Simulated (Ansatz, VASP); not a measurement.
## GaN in VASP and in Ansatz

Contents of POSCAR:

```
GaN
1.0
    0.0000000000      2.1085153689      2.1085153689
    2.0245964573      0.0000000000      2.1085153689
    2.0245964573      2.1085153689      0.0000000000
Ga N
1 1
Direct
    0.5000000000      0.5000000000      0.5000000000
    0.0000000000      0.0000000000      0.0000000000
```

File INCAR.step1:

```
ALGO = Normal
EDIFF = 1E-4
ENCUT = 520
GGA = PE
ISMEAR = 0
LASPH = T
LCHARG = F
LREAL = F
LWAVE = T
NBANDS = 16
NELM = 60
PREC = Accurate
SIGMA = 0.01
```

The input INCAR.step2:

```
ALGO = Normal
EDIFF = 1E-6
ENCUT = 520
ISIF = 2
ISMEAR = 0
ISTART = 1
LASPH = T
LCHARG = T
LELF = T
LMIXTAU = T
LREAL = F
LVHAR = T
LWAVE = F
METAGGA = R2SCAN
NBANDS = 16
NELM = 60
PREC = Accurate
SIGMA = 0.01
```

Contents of KPOINTS:

```
k-points
0
Gamma
  10 10 10
```

Input for Ansatz:

```yaml
crystal:
  lattice:
    - [0.0, 2.1085153689, 2.1085153689]
    - [2.0245964573, 0.0, 2.1085153689]
    - [2.0245964573, 2.1085153689, 0.0]
  atoms:
    - { symbol: Ga, position: [0.5, 0.5, 0.5] }
    - { symbol: "N", position: [0.0, 0.0, 0.0] }
kpoints:
  mp_grid: { grid: [10, 10, 10] }
  band_path:
    path:
      - [0.0, 0.0, 0.0]
      - [0.5, 0.0, 0.5]
      - [0.625, 0.25, 0.625]
      - [0.375, 0.375, 0.75]
      - [0.5, 0.5, 0.5]
      - [0.5, 0.25, 0.75]
      - [0.179688, -0.007812, -0.1875]
      - [0.0, 0.5, 0.5]
    npoints: 1
hamiltonian:
  xc: r2scan
scf:
  occupations: { method: fixed }
  n_extra_bands: 4
output:
  forces: true
  stress: true
  eigenvalues: true
```

Change from the starting cell: uniaxial_x strain -4.0%.

Alike in both runs: task single point; functional r2SCAN; k mesh 10 × 10 × 10; no spin polarisation.

|  | VASP | Ansatz |
| --- | --- | --- |
| version | VASP 6.6.1 | Ansatz 0.2.0 |
| potentials or method | VASP PAW PBE potentials, release 64 (Ga_d, N) | plane waves, PAW |
| plane-wave cutoff (eV) | 520 | 500 |
| occupations | gaussian, width 0.01 eV | fixed |
| valence electrons in the cell | 18 | 18 |

|  | VASP | Ansatz | Ansatz less VASP |
| --- | --- | --- | --- |
| gap on the k mesh at the Fermi level (eV) | 1.16 | 1.19 | +0.028 |
| pressure (GPa) | 13.1 | 11.6 | -1.50 |
| traceless stress, the component that is largest in VASP (GPa) | 7.34 | 6.99 | -0.354 |

VASP's potentials were made for PBE, not for r2SCAN.
